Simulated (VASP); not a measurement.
Runs of VASP 6.6.1 on Ga3Se. It takes space group Pm-3m (No. 221, cubic). Conventional cell: a = 4.432 Å, b = 4.432 Å, c = 4.432 Å, α = 90.00°, β = 90.00°, γ = 90.00°. Se (site symmetry m-3m) has 12 Ga at 3.13 Å within 4.1 Å. Within 4.1 Å of Ga (site symmetry 4/mmm) lie 4 Se at 3.13 Å and 8 Ga at 3.13 Å. 

```csv
task,level,cell,k mesh,cutoff (eV),smearing,grid for exact exchange (PRECFOCK),share of exact exchange,gap on the mesh (eV),pressure (GPa),relaxed volume (Å³/atom)
relaxation of cell and atoms,revPBE,relaxed,6 × 6 × 6,600,fermi-dirac 0.05 eV,-,-,none,0.0,22.18
relaxation of cell and atoms,BLYP,relaxed,6 × 6 × 6,600,fermi-dirac 0.05 eV,-,-,none,0.0,24.73
single point,PBEsol,as given,4 × 4 × 4,520,fermi-dirac 0.03 eV,-,-,none,-3.1,-
relaxation of cell and atoms,r2SCAN,relaxed,6 × 6 × 6,600,fermi-dirac 0.05 eV,-,-,none,0.0,(a)
single point,PBE0,as given,4 × 4 × 4,520,fermi-dirac 0.05 eV,Normal,0.25,none,(b),-
```

Alike in all rows: potentials or basis VASP PAW PBE potentials, release 64 (Se, Ga_d); no spin polarisation.

Q: Fill in the values left out.

A: (a) 20.82; (b) -0.9.

Caveats: the PAW data sets were made with another functional, which shifts forces and pressure a little; the cell stands under tension (at least some runs).

A k mesh can miss the band edges, and the runs leave out spin-orbit coupling on Ga, Se.

A gap of «none» marks levels without a gap at the run's occupations.
